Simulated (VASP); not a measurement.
# CuO (C2/c) in VASP: further runs

CuO is run at these levels: r2SCAN; tasks: single point.

Everything below comes from runs of VASP 6.6.1. Logs are shortened: lines on timing, memory, paths and dates and some standing lists are left out, and cuts for length are marked.

## (1) The cell of the first run

The typed cell holds 4 atoms: a = 2.912 Å, b = 2.912 Å, c = 5.160 Å, α = 89.96°, β = 89.96°, γ = 89.84°.

## (2) Single point, r2SCAN

File POSCAR:

```
CuO
1.0
    2.0552924100     -2.0558990100      0.1628186400
    2.0552924100      2.0558990100      0.1628186400
   -0.4030112300      0.0000000000      5.1442403000
Cu O
2 2
Direct
   -0.0057500000      0.4942500000      0.0018500000
    0.4942500000     -0.0057500000      0.5018500000
    0.4940621700      0.4944378300      0.2518500000
    0.4944378300      0.4940621700      0.7518500000
```

File INCAR.step1:

```
  ALGO = Normal
  EDIFF = 1E-5
  ENCUT = 660
  GGA = PE
  GGA_COMPAT = F
  ISMEAR = -1
  LASPH = T
  LCHARG = F
  LREAL = F
  LWAVE = T
  NBANDS = 25
  NELM = 120
  PREC = Accurate
  SIGMA = 0.1
```

File INCAR.step2:

```
  ALGO = Normal
  EDIFF = 1E-6
  ENCUT = 660
  GGA_COMPAT = F
  ISIF = 2
  ISMEAR = -1
  ISTART = 1
  LASPH = T
  LCHARG = F
  LMIXTAU = T
  LREAL = F
  LWAVE = F
  METAGGA = R2SCAN
  NBANDS = 25
  NELM = 120
  PREC = Accurate
  SIGMA = 0.1
```

File KPOINTS:

```
k-points
0
Gamma
  9 9 5
```

Potentials or basis: VASP PAW PBE potentials, release 64 (Cu, O).

Run with:

```bash
cat potpaw_PBE.64/Cu/POTCAR potpaw_PBE.64/O/POTCAR > POTCAR
cp INCAR.step1 INCAR
mpirun -np 1 vasp_std > vasp.out
cp INCAR.step2 INCAR
mpirun -np 1 vasp_std > vasp.out
```

OUTCAR:

```text
EDIFF = 1E-6
   ENCUT = 660
   ISIF = 2
   ISMEAR = -1
   ISTART = 1
   LASPH = T
   LREAL = F
   METAGGA = R2SCAN
   NELM = 120
   PREC = Accurate

 ion  position               nearest neighbor table
   1  0.994  0.494  0.002-   4 1.94   3 1.94   4 1.95   3 1.95
   2  0.494  0.994  0.502-   3 1.94   4 1.94   4 1.95   3 1.95
   3  0.494  0.494  0.252-   1 1.94   2 1.94   2 1.95   1 1.95
   4  0.494  0.494  0.752-   2 1.94   1 1.94   2 1.95   1 1.95

  LATTYP: Found a base centered monoclinic cell.
 ALAT       =     4.1234630107
 B/A-ratio  =     0.9971710694
 C/A-ratio  =     1.2513759761
 COS(beta)  =    -0.0008715752

  Lattice vectors:

 A1 = (  -2.0552924100,   2.0558990100,  -0.1628186400)
 A2 = (  -2.0552924100,  -2.0558990100,  -0.1628186400)
 A3 = (  -0.4030112300,   0.0000000000,   5.1442403000)

Analysis of symmetry for initial positions (statically):
=====================================================================
 Subroutine PRICEL returns:
 Original cell was already a primitive cell.

 Routine SETGRP: Setting up the symmetry group for a
 base centered monoclinic supercell.

 Subroutine GETGRP returns: Found  4 space group operations
 (whereof  1 operations were pure point group operations)
 out of a pool of  4 trial point group operations.

The static configuration has the point symmetry C_1 .
 The point group associated with its full space group is C_2h.

Analysis of symmetry for dynamics (positions and initial velocities):
=====================================================================
 Subroutine PRICEL returns:
 Original cell was already a primitive cell.

 Routine SETGRP: Setting up the symmetry group for a
 base centered monoclinic supercell.

 Subroutine GETGRP returns: Found  4 space group operations
 (whereof  1 operations were pure point group operations)
 out of a pool of  4 trial point group operations.

The dynamic configuration has the point symmetry C_1 .
 The point group associated with its full space group is C_2h.

 Subroutine INISYM returns: Found  4 space group operations
 (whereof  1 operations are pure point group operations),
 and found     1 'primitive' translations

----------------------------------------------------------------------------------------

                                     Primitive cell

  volume of cell :      43.7435

  direct lattice vectors                    reciprocal lattice vectors
     2.055292410 -2.055899010  0.162818640     0.241773887 -0.243202608  0.018941104
     2.055292410  2.055899010  0.162818640     0.241773887  0.243202608  0.018941104
    -0.403011230  0.000000000  5.144240300    -0.015304610  0.000000000  0.193193166

  length of vectors
     2.911607381  2.911607381  5.160002550     0.343454344  0.343454344  0.193798427

  position of ions in fractional coordinates (direct lattice)
     0.994250000  0.494250000  0.001850000
     0.494250000  0.994250000  0.501850000
     0.494062170  0.494437830  0.251850000
     0.494437830  0.494062170  0.751850000

  ion indices of the primitive-cell ions
   primitive index   ion index
                 1           1
                 2           2
                 3           3
                 4           4

----------------------------------------------------------------------------------------

 KPOINTS: k-points

Automatic generation of k-mesh.
 Grid dimensions read from file:
 generate k-points for:    9    9    5

 Generating k-lattice:

  Cartesian coordinates                     Fractional coordinates (reciprocal lattice)
     0.026863765 -0.027022512  0.002104567     0.111111111 -0.000000000  0.000000000
     0.026863765  0.027022512  0.002104567    -0.000000000  0.111111111  0.000000000
    -0.003060922  0.000000000  0.038638633     0.000000000  0.000000000  0.200000000

  Length of vectors
     0.038161594  0.038161594  0.038759685

  Shift w.r.t. Gamma in fractional coordinates (k-lattice)
     0.000000000  0.000000000  0.000000000

 Subroutine IBZKPT returns following result:
 ===========================================

 Found    115 irreducible k-points:

 Following reciprocal coordinates:
            Coordinates               Weight
  0.000000  0.000000  0.000000      1.000000
  0.111111 -0.000000  0.000000      4.000000
  0.222222 -0.000000  0.000000      4.000000
  0.333333 -0.000000  0.000000      4.000000
  0.444444 -0.000000  0.000000      4.000000
  0.111111  0.111111  0.000000      2.000000
[... 16 lines left out ...]
 -0.333333  0.333333  0.000000      2.000000
  0.444444  0.444444  0.000000      2.000000
 [... further k-points ...]
   k-points           NKPTS =    115   k-points in BZ     NKDIM =    115   number of bands    NBANDS=     25
   number of dos      NEDOS =    301   number of ions     NIONS =      4
   total plane-waves  NPLWV =  27648
   dimension x,y,z NGX =    24 NGY =   24 NGZ =   48
   dimension x,y,z NGXF=    48 NGYF=   48 NGZF=   96
   ions per type =               2   2
   NGX,Y,Z   is equivalent  to a cutoff of  13.70, 13.70, 15.46 a.u.
   NGXF,Y,Z  is equivalent  to a cutoff of  27.41, 27.41, 30.93 a.u.
 SYSTEM =  unknown system
   PREC   = accura    normal or accurate (medium, high low for compatibility)
   ISTART =      1    job   : 0-new  1-cont  2-samecut
   ICHARG =      0    charge: 1-file 2-atom 10-const
   ISPIN  =      1    spin polarized calculation?
   LNONCOLLINEAR =      F non collinear calculations
   LSORBIT =      F    spin-orbit coupling
   LASPH  =      T    aspherical Exc in radial PAW
   ENCUT  =  660.0 eV  48.51 Ry    6.96 a.u.   6.10  6.10 10.81*2*pi/ulx,y,z
   NELM   =    120;   NELMIN=  2; NELMDL=  0     # of ELM steps
   EDIFF  = 0.1E-05   stopping-criterion for ELM
   LREAL  =      F    real-space projection
   EDIFFG = 0.1E-04   stopping-criterion for IOM
   NSW    =      0    number of steps for IOM
   IBRION =     -1    ionic relax: 0-MD 1-quasi-New 2-CG
   NFREE  =      0    steps in history (QN), initial steepest desc. (CG)
   ISIF   =      2    stress and relaxation
   ISYM   =      2    0-nonsym 1-usesym 2-fastsym
   POTIM  = 0.5000    time-step for ionic-motion
   TEBEG  =    0.0;   TEEND  =   0.0 temperature during run
   PSTRESS=    0.0 pullay stress
   NELECT =      34.0000    total number of electrons
   NUPDOWN=      -1.0000    fix difference up-down
   EMIN   =  10.00;   EMAX   =-10.00  energy-range for DOS
   EFERMI =   0.00;   METHOD = LEGACY
   ISMEAR =    -1;   SIGMA  =   0.10  broadening in eV -4-tet -1-fermi 0-gaus
   EFERMI_NEDOS =   21; number of points for ismear=-14 and -15
   IALGO  =     38    algorithm
   IMIX   =      4    mixing-type and parameters
     AMIX     =   0.40;   BMIX     =  1.00
     AMIX_MAG =   1.60;   BMIX_MAG =  1.00
  volume/ion in A,a.u.               =      10.94        73.80
  Fermi-wavevector in a.u.,A,eV,Ry     =   1.505208  2.844431 30.826066  2.265652
  Thomas-Fermi vector in A             =   2.616087
   LORBIT       =      0    0 simple, 1 ext, 2 COOP (PROOUT), +10 PAW based schemes
   METAGGA = R2SCAN    functional components
   LHFCALC =     F    Hartree Fock is set to
   AEXX    =    0.0000 exact exchange contribution
   IVDW    =     0    specifies the selected vdW correction
   LEPSILON=     F    determine dielectric tensor
   LRPA    =     F    only Hartree local field effects (RPA)
 non-spin polarized calculation
  energy-cutoff  :      660.00
  volume of cell :       43.74
 maximum number of plane-waves:      1708
   NGX = 13   NGY = 13   NGZ = 21

 number of electron      34.0000003 magnetization

 Free energy of the ion-electron system (eV)
  ---------------------------------------------------
  ext. energy  EPLUGINS =         0.00000000
  ---------------------------------------------------
  free energy    TOTEN  =       -36.51592134 eV

  energy without entropy =      -36.44030318  energy(sigma->0) =      -36.47811226

 E-fermi :   4.8574     XC(G=0): -12.0810

 val. band max:        4.8196142084   @ k =  -0.4444   0.4444   0.4000
 cond. band min:       4.8757634246   @ k =  -0.4444   0.0000   0.2000
 fundamental gap:      0.0561492162
 Fermi energy:         4.8574468969

 k-point     1 :       0.0000    0.0000    0.0000
  band No.  band energies     occupation
      1     -16.1799      2.00000
      2     -14.9119      2.00000
      3      -3.5883      2.00000
      4      -0.8321      2.00000
      5      -0.8264      2.00000
      6       0.9239      2.00000
[... 17 lines left out ...]
     24      20.1672      0.00000
     25      20.5332      0.00000

 k-point     2 :       0.1111   -0.0000    0.0000
  band No.  band energies     occupation
      1     -16.1155      2.00000
      2     -14.8914      2.00000
      3      -3.4730      2.00000
      4      -0.9013      2.00000
      5      -0.7937      2.00000
      6       0.2464      2.00000
[... 17 lines left out ...]
     24      20.3832      0.00000
     25      20.6154      0.00000

 k-point     3 :       0.2222   -0.0000    0.0000
  band No.  band energies     occupation
      1     -15.9467      2.00000
      2     -14.8388      2.00000
      3      -3.1665      2.00000
      4      -1.0347      2.00000
      5      -0.8783      2.00000
      6      -0.7017      2.00000
[... 17 lines left out ...]
     24      20.4956      0.00000
     25      20.7289      0.00000

 k-point     4 :       0.3333   -0.0000    0.0000
  band No.  band energies     occupation
      1     -15.7440      2.00000
      2     -14.7781      2.00000
      3      -2.7892      2.00000
      4      -1.8747      2.00000
      5      -1.0989      2.00000
      6      -0.5921      2.00000
[... 17 lines left out ...]
     24      19.6071      0.00000
     25      20.5832      0.00000
[... 477 lines left out ...]
 k-point    22 :      -0.4444    0.3333   -0.0000
  band No.  band energies     occupation
      1     -15.2116      2.00000
      2     -14.6387      2.00000
      3      -2.1302      2.00000
      4      -1.6184      2.00000
      5      -1.5204      2.00000
      6      -0.8225      2.00000
[... 17 lines left out ...]
     24      17.3719      0.00000
     25      18.2255      0.00000

 k-point    23 :      -0.3333    0.3333    0.0000
  band No.  band energies     occupation
      1     -15.3398      2.00000
      2     -14.6706      2.00000
      3      -1.9280      2.00000
      4      -1.6785      2.00000
      5      -1.5221      2.00000
      6      -0.9234      2.00000
[... 17 lines left out ...]
     24      17.2234      0.00000
     25      19.3741      0.00000

 k-point    24 :       0.4444    0.4444    0.0000
  band No.  band energies     occupation
      1     -15.0871      2.00000
      2     -14.6094      2.00000
      3      -2.0556      2.00000
      4      -2.0239      2.00000
      5      -1.2605      2.00000
      6      -0.7094      2.00000
[... 17 lines left out ...]
     24      16.6621      0.00000
     25      17.4860      0.00000

 [... further k-points ...]

------------------------ aborting loop because EDIFF is reached ----------------------------------------

  FORCE on cell =-STRESS in cart. coord.  units (eV):
  Direction    XX          YY          ZZ          XY          YZ          ZX
  --------------------------------------------------------------------------------------
  -------------------------------------------------------------------------------------
  Total       -0.6103273     -0.5941013     -0.8146743      0.0000000      0.0000000      0.0094762
  in kB      -22.3542332    -21.7599289    -29.8387744      0.0000000      0.0000000      0.3470795
  external PRESSURE =     -24.6509788 kB  Pullay stress =       0.0000000 kB

 VOLUME and BASIS-vectors are now :
 -----------------------------------------------------------------------------
  energy-cutoff  :      660.00
  volume of cell :       43.74
      direct lattice vectors                 reciprocal lattice vectors
     2.055292410 -2.055899010  0.162818640     0.241773887 -0.243202608  0.018941104
     2.055292410  2.055899010  0.162818640     0.241773887  0.243202608  0.018941104
    -0.403011230  0.000000000  5.144240300    -0.015304610  0.000000000  0.193193166

 POSITION                                       TOTAL-FORCE (eV/Angst)
 -----------------------------------------------------------------------------------
      3.05856     -1.02795      0.25187        -0.000000      0.000000      0.000000
      2.85705      1.02795      2.82399         0.000000     -0.000000     -0.000000
      1.93016      0.00077      1.45652         0.000000      0.001076      0.000000
      1.72865     -0.00077      4.02864        -0.000000     -0.001076      0.000000
 -----------------------------------------------------------------------------------
    total drift:                                0.003285      0.000000      0.000574

  FREE ENERGIE OF THE ION-ELECTRON SYSTEM (eV)
  ---------------------------------------------------
  free  energy   TOTEN  =       -36.5159213438 eV

  energy  without entropy=      -36.4403031775  energy(sigma->0) =      -36.47811226
```

It took 15 min on 1 thread of Oxide Virtual Turin-like, shared host; peak memory 0.24 GiB.

What came out:

```yaml
Free_energy: -36.5159 eV
Pressure: -2.5 GPa
Band_gap_on_the_k_mesh: zero (bands 17 and 18 overlap by 0.95 eV)
```

Levels at points of the mesh, in eV from the Fermi level:
```csv
k point,band 14,band 15,band 16,band 17,band 18,band 19,band 20,band 21
"(0.00, 0.00, 0.00)",-2.61,-2.52,-2.19,0.67,0.68,1.72,6.59,7.77
```

Caveat: the PAW data sets were made with another functional, which shifts forces and pressure a little; semilocal functionals often make such compounds metallic where correlation or magnetic order opens a gap, which also shifts bond lengths. With open d or f shells a metallic result of r2SCAN can be an artefact of self-interaction; +U or a hybrid may open a gap.

## (3) Single point, r2SCAN

This run uses another cell than the first one, of 11.15 Å³/atom.

File POSCAR:

```
CuO
1.0
    2.0686388300     -2.0692493800      0.1638759400
    2.0686388300      2.0692493800      0.1638759400
   -0.4056282500      0.0000000000      5.1776453900
Cu O
2 2
Direct
   -0.0057500000      0.4942500000      0.0018500000
    0.4942500000     -0.0057500000      0.5018500000
    0.4940621700      0.4944378300      0.2518500000
    0.4944378300      0.4940621700      0.7518500000
```

File INCAR.step1:

```
PREC = Accurate
ENCUT = 660
ISMEAR = -1
SIGMA = 0.1
LREAL = False
LASPH = True
NELM = 120
NBANDS = 25
GGA = PE
ALGO = Normal
EDIFF = 1E-5
LWAVE = True
LCHARG = False
GGA_COMPAT = False
```

File INCAR.step2:

```
PREC = Accurate
ENCUT = 660
EDIFF = 1E-6
ISMEAR = -1
SIGMA = 0.1
LREAL = False
LASPH = True
NELM = 120
ALGO = Normal
ISIF = 2
LWAVE = False
LCHARG = False
METAGGA = R2SCAN
LMIXTAU = True
NBANDS = 25
ISTART = 1
GGA_COMPAT = False
```

File KPOINTS:

```
Automatic mesh
0
Gamma
  9 9 5
```

Potentials or basis: VASP PAW PBE potentials, release 64 (Cu, O).

Run with:

```bash
cat potpaw_PBE.64/Cu/POTCAR potpaw_PBE.64/O/POTCAR > POTCAR
cp INCAR.step1 INCAR
mpirun -np 1 vasp_std > vasp.out
cp INCAR.step2 INCAR
mpirun -np 1 vasp_std > vasp.out
```

Wall time 21 min (1 thread of Oxide Virtual Turin-like, shared host); peak memory 0.27 GiB.

It converged, with:

- Free energy: -36.4972 eV
- Pressure: -5.5 GPa
- Band gap on the k mesh: zero (bands 17 and 18 overlap by 0.93 eV)

Stress tensor (GPa, compression positive):
```
-4.81  0.00  0.14
 0.00 -4.76  0.00
 0.14  0.00 -6.81
```

Levels at points of the mesh, in eV from the Fermi level:
```
           k point  band 13  band 14  band 15  band 16  band 17  band 18  band 19  band 20  band 21  band 22
(0.00, 0.00, 0.00)    -2.55    -2.55    -2.46    -2.15     0.66     0.67     1.67     6.57     7.67    13.87
```

Caveat: the cell stands under tension; the PAW data sets were made with another functional, which shifts forces and pressure a little; semilocal functionals often make such compounds metallic where correlation or magnetic order opens a gap, which also shifts bond lengths. With open d or f shells a metallic result of r2SCAN can be an artefact of self-interaction; +U or a hybrid may open a gap.

(Continued in part 2 of 2.)

The gap in the log of VASP goes by the Fermi energy; the results here count the filled bands.